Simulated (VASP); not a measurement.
# Al (P6_3/mmc) in VASP: a series of runs, part 2 of 3

VASP 6.6.1.

**3. Single point, PBEsol+D3(BJ) (strain +0.000 along x and y, -0.025 along z)**

The input, INCAR:

```
SYSTEM = Al
  PREC = Accurate
  ENCUT = 520
  EDIFF = 1E-6
  ISMEAR = 0
  SIGMA = 0.15
  LREAL = .FALSE.
  LASPH = .TRUE.
  NELM = 60
  ALGO = Normal
  ISIF = 2
  LWAVE = .FALSE.
  LCHARG = .FALSE.
  GGA = PS
  IVDW = 12
  NBANDS = 10
```

The input, KPOINTS:

```
Automatic mesh
0
G
  18 18 10
  0 0 0
```

The input, POSCAR:

```
Al
1.0
    2.8124553515      0.0000000000      0.0000000000
   -1.4062276757      2.4356577814      0.0000000000
    0.0000000000      0.0000000000      4.7451787500
Al
2
Direct
    0.6666666667      0.3333333333      0.7500000000
    0.3333333333      0.6666666667      0.2500000000
```

Potentials or basis: VASP PAW PBE potentials, release 64 (Al).

The run is started by

```
cat potpaw_PBE.64/Al/POTCAR > POTCAR
mpirun -np 1 vasp_std > vasp.out
```

OUTCAR:

```text
SYSTEM = Al
   PREC = Accurate
   ENCUT = 520
   EDIFF = 1E-6
   ISMEAR = 0
   LREAL = .FALSE.
   LASPH = .TRUE.
   NELM = 60
   ISIF = 2
   GGA = PS
   IVDW = 12
 IVDW          = 12

 ion  position               nearest neighbor table
   1  0.667  0.333  0.750-   2 2.88   2 2.88   2 2.88   2 2.88   2 2.88   2 2.88
   2  0.333  0.667  0.250-   1 2.88   1 2.88   1 2.88   1 2.88   1 2.88   1 2.88

  LATTYP: Found a hexagonal cell.
 ALAT       =     2.8124553515
 C/A-ratio  =     1.6872014510

  Lattice vectors:

 A1 = (   2.8124553515,   0.0000000000,   0.0000000000)
 A2 = (  -1.4062276757,   2.4356577814,   0.0000000000)
 A3 = (   0.0000000000,   0.0000000000,   4.7451787500)

Analysis of symmetry for initial positions (statically):
=====================================================================
 Subroutine PRICEL returns:
 Original cell was already a primitive cell.

 Routine SETGRP: Setting up the symmetry group for a
 hexagonal supercell.

 Subroutine GETGRP returns: Found 24 space group operations
 (whereof 12 operations were pure point group operations)
 out of a pool of 24 trial point group operations.

The static configuration has the point symmetry D_3d.
 The point group associated with its full space group is D_6h.

Analysis of symmetry for dynamics (positions and initial velocities):
=====================================================================
 Subroutine PRICEL returns:
 Original cell was already a primitive cell.

 Routine SETGRP: Setting up the symmetry group for a
 hexagonal supercell.

 Subroutine GETGRP returns: Found 24 space group operations
 (whereof 12 operations were pure point group operations)
 out of a pool of 24 trial point group operations.

The dynamic configuration has the point symmetry D_3d.
 The point group associated with its full space group is D_6h.

 Subroutine INISYM returns: Found 24 space group operations
 (whereof 12 operations are pure point group operations),
 and found     1 'primitive' translations

----------------------------------------------------------------------------------------

                                     Primitive cell

  volume of cell :      32.5053

  direct lattice vectors                    reciprocal lattice vectors
     2.812455352  0.000000000  0.000000000     0.355561200  0.205283355  0.000000000
    -1.406227676  2.435657781  0.000000000     0.000000000  0.410566709  0.000000000
     0.000000000  0.000000000  4.745178750     0.000000000  0.000000000  0.210740217

  length of vectors
     2.812455352  2.812455351  4.745178750     0.410566709  0.410566709  0.210740217

  position of ions in fractional coordinates (direct lattice)
     0.666666667  0.333333333  0.750000000
     0.333333333  0.666666667  0.250000000

  ion indices of the primitive-cell ions
   primitive index   ion index
                 1           1
                 2           2

----------------------------------------------------------------------------------------

 KPOINTS: Automatic mesh

Automatic generation of k-mesh.
 Grid dimensions read from file:
 generate k-points for:   18   18   10

 Generating k-lattice:

  Cartesian coordinates                     Fractional coordinates (reciprocal lattice)
     0.019753400  0.011404631  0.000000000     0.055555556 -0.000000000  0.000000000
[... 39 lines left out ...]
  0.388889  0.111111  0.000000     12.000000
 [... further k-points ...]
   k-points           NKPTS =    222   k-points in BZ     NKDIM =    222   number of bands    NBANDS=     10
   number of dos      NEDOS =    301   number of ions     NIONS =      2
   total plane-waves  NPLWV =  20736
   dimension x,y,z NGX =    24 NGY =   24 NGZ =   36
   dimension x,y,z NGXF=    48 NGYF=   48 NGZF=   72
   ions per type =               2
   NGX,Y,Z   is equivalent  to a cutoff of  14.19, 14.19, 12.61 a.u.
   NGXF,Y,Z  is equivalent  to a cutoff of  28.37, 28.37, 25.22 a.u.
 SYSTEM =  Al
   PREC   = accura    normal or accurate (medium, high low for compatibility)
   ISTART =      0    job   : 0-new  1-cont  2-samecut
   ICHARG =      2    charge: 1-file 2-atom 10-const
   ISPIN  =      1    spin polarized calculation?
   LNONCOLLINEAR =      F non collinear calculations
   LSORBIT =      F    spin-orbit coupling
   LASPH  =      T    aspherical Exc in radial PAW
   ENCUT  =  520.0 eV  38.22 Ry    6.18 a.u.   5.23  5.23  8.82*2*pi/ulx,y,z
   NELM   =     60;   NELMIN=  2; NELMDL= -5     # of ELM steps
   EDIFF  = 0.1E-05   stopping-criterion for ELM
   LREAL  =      F    real-space projection
   EDIFFG = 0.1E-04   stopping-criterion for IOM
   NSW    =      0    number of steps for IOM
   IBRION =     -1    ionic relax: 0-MD 1-quasi-New 2-CG
   NFREE  =      0    steps in history (QN), initial steepest desc. (CG)
   ISIF   =      2    stress and relaxation
   ISYM   =      2    0-nonsym 1-usesym 2-fastsym
   POTIM  = 0.5000    time-step for ionic-motion
   TEBEG  =    0.0;   TEEND  =   0.0 temperature during run
   PSTRESS=    0.0 pullay stress
   NELECT =       6.0000    total number of electrons
   NUPDOWN=      -1.0000    fix difference up-down
   EMIN   =  10.00;   EMAX   =-10.00  energy-range for DOS
   EFERMI =   0.00;   METHOD = LEGACY
   ISMEAR =     0;   SIGMA  =   0.15  broadening in eV -4-tet -1-fermi 0-gaus
   EFERMI_NEDOS =   21; number of points for ismear=-14 and -15
   IALGO  =     38    algorithm
   IMIX   =      4    mixing-type and parameters
     AMIX     =   0.40;   BMIX     =  1.00
     AMIX_MAG =   1.60;   BMIX_MAG =  1.00
  volume/ion in A,a.u.               =      16.25       109.68
  Fermi-wavevector in a.u.,A,eV,Ry     =   0.932124  1.761459 11.821495  0.868855
  Thomas-Fermi vector in A             =   2.058689
   LORBIT       =      0    0 simple, 1 ext, 2 COOP (PROOUT), +10 PAW based schemes
   GGA     = PS    functional components
   LHFCALC =     F    Hartree Fock is set to
   AEXX    =    0.0000 exact exchange contribution
   IVDW    =    12    specifies the selected vdW correction
   LEPSILON=     F    determine dielectric tensor
   LRPA    =     F    only Hartree local field effects (RPA)
 non-spin polarized calculation
 Gauss-broadening in eV      SIGMA  =   0.15
  energy-cutoff  :      520.00
  volume of cell :       32.51
 maximum number of plane-waves:       894
 NGX is ok and might be reduce to    24
   NGX = 11   NGY = 11   NGZ = 17

 number of electron       6.0000000 magnetization

 Free energy of the ion-electron system (eV)
  ---------------------------------------------------
  ext. energy  EPLUGINS =         0.00000000
  ---------------------------------------------------
  free energy    TOTEN  =        -8.11810517 eV

  energy without entropy =       -8.10795899  energy(sigma->0) =       -8.11303208

 E-fermi :   8.0931     XC(G=0): -10.3128

 val. band max:        8.0809608092   @ k =   0.3333   0.2222   0.2000
 cond. band min:       8.0994973547   @ k =   0.3333  -0.0000   0.3000
 fundamental gap:      0.0185365455
 Fermi energy:         8.0930731731

 k-point     1 :       0.0000    0.0000    0.0000
  band No.  band energies     occupation
      1      -3.1298      2.00000
      2       3.2867      2.00000
      3       3.3084      2.00000
      4      19.3266      0.00000
      5      19.3266      0.00000
      6      19.5693      0.00000
      7      19.5693      0.00000
      8      19.8008      0.00000
      9      21.5546      0.00000
     10      22.7178      0.00000
[... 287 lines left out ...]
 k-point    24 :       0.3889    0.1111    0.0000
  band No.  band energies     occupation
      1       1.9280      2.00000
      2       4.5394      2.00000
      3       8.0441      1.35599
      4       8.2842      0.07162
      5      10.4004      0.00000
      6      10.7569      0.00000
      7      11.9840      0.00000
      8      17.2685      0.00000
      9      17.2824      0.00000
     10      18.9793      0.00000

 [... further k-points ...]

------------------------ aborting loop because EDIFF is reached ----------------------------------------

 Edisp (eV)   -0.64478

 E8    (eV) :    -0.4342

  FORCE on cell =-STRESS in cart. coord.  units (eV):
  Direction    XX          YY          ZZ          XY          YZ          ZX
  --------------------------------------------------------------------------------------
  -------------------------------------------------------------------------------------
  Total      -0.53133    -0.53133    -0.65863    -0.00000     0.00000     0.00000
  in kB     -26.18911   -26.18911   -32.46367    -0.00000     0.00000     0.00000
  external pressure =      -28.28 kB  Pullay stress =        0.00 kB

 VOLUME and BASIS-vectors are now :
 -----------------------------------------------------------------------------
  energy-cutoff  :      520.00
  volume of cell :       32.51
      direct lattice vectors                 reciprocal lattice vectors
     2.812455352  0.000000000  0.000000000     0.355561200  0.205283355  0.000000000
    -1.406227676  2.435657781  0.000000000     0.000000000  0.410566709  0.000000000
     0.000000000  0.000000000  4.745178750     0.000000000  0.000000000  0.210740217

 POSITION                                       TOTAL-FORCE (eV/Angst)
 -----------------------------------------------------------------------------------
      1.40623      0.81189      3.55888        -0.000000     -0.000000      0.000000
     -0.00000      1.62377      1.18629         0.000000      0.000000      0.000000
 -----------------------------------------------------------------------------------
    total drift:                               -0.000000      0.000000     -0.000000

  FREE ENERGIE OF THE ION-ELECTRON SYSTEM (eV)
  ---------------------------------------------------
  free  energy   TOTEN  =        -8.7628863451 eV

  energy  without entropy=       -8.7527401668  energy(sigma->0) =       -8.75781326
```

OSZICAR:

```text
N       E                     dE             d eps       ncg     rms          rms(c)
DAV:   1    -0.361309052291E+00   -0.36131E+00   -0.23685E+03  4440   0.478E+02
DAV:   2    -0.801058455949E+01   -0.76493E+01   -0.74134E+01  5882   0.557E+01
DAV:   3    -0.817710059916E+01   -0.16652E+00   -0.16492E+00  5808   0.663E+00
DAV:   4    -0.817782907690E+01   -0.72848E-03   -0.72833E-03  5222   0.496E-01
DAV:   5    -0.817783508112E+01   -0.60042E-05   -0.60045E-05  5402   0.458E-02    0.198E+00
DAV:   6    -0.814199440434E+01    0.35841E-01   -0.44822E-03  4938   0.318E-01    0.112E+00
DAV:   7    -0.811826528939E+01    0.23729E-01   -0.11228E-02  4780   0.485E-01    0.198E-01
DAV:   8    -0.811810779325E+01    0.15750E-03   -0.14014E-04  6262   0.666E-02    0.215E-02
DAV:   9    -0.811810600199E+01    0.17913E-05   -0.89490E-07  4990   0.549E-03    0.214E-03
DAV:  10    -0.811810516540E+01    0.83659E-06   -0.22398E-08  2838   0.982E-04
   1 F= -.87628863E+01 E0= -.87578133E+01  d E =-.101462E-01
```

It took 26 s on 1 thread of Intel Xeon 6975P-C, shared host; peak memory 0.2 GiB.

Results:

| Quantity | Value |
| --- | --- |
| Free energy | -8.7629 eV |
| Pressure | -2.8 GPa |
| Band gap on the k mesh | zero (band 3 reaches 11.97 eV, above the bottom of band 4 at 4.94 eV) |
| Dispersion energy per atom | -0.322 eV |

Levels at points of the mesh, in eV from the Fermi level:
```csv
k point,band 1,band 2,band 3,band 4,band 5,band 6,band 7,band 8
"(0.00, 0.00, 0.00)",-11.22,-4.81,-4.78,11.23,11.23,11.48,11.48,11.71
"(0.50, 0.00, 0.00)",-5.19,-5.08,0.61,0.88,1.44,1.59,6.07,7.72
"(0.00, 0.00, 0.50)",-9.59,-9.59,2.88,2.88,12.32,12.32,12.32,12.32
"(0.50, 0.00, 0.50)",-3.91,-3.91,-3.15,-3.15,7.46,7.46,7.57,7.57
```

Caveat: the cell differs from its parent crystal (strain +0.000 along x and y, -0.025 along z); the PAW data sets were made with another functional, which shifts forces and pressure a little; pairwise dispersion overbinds metals, which lowers pressure and volume.

(Continued in part 3 of 3.)
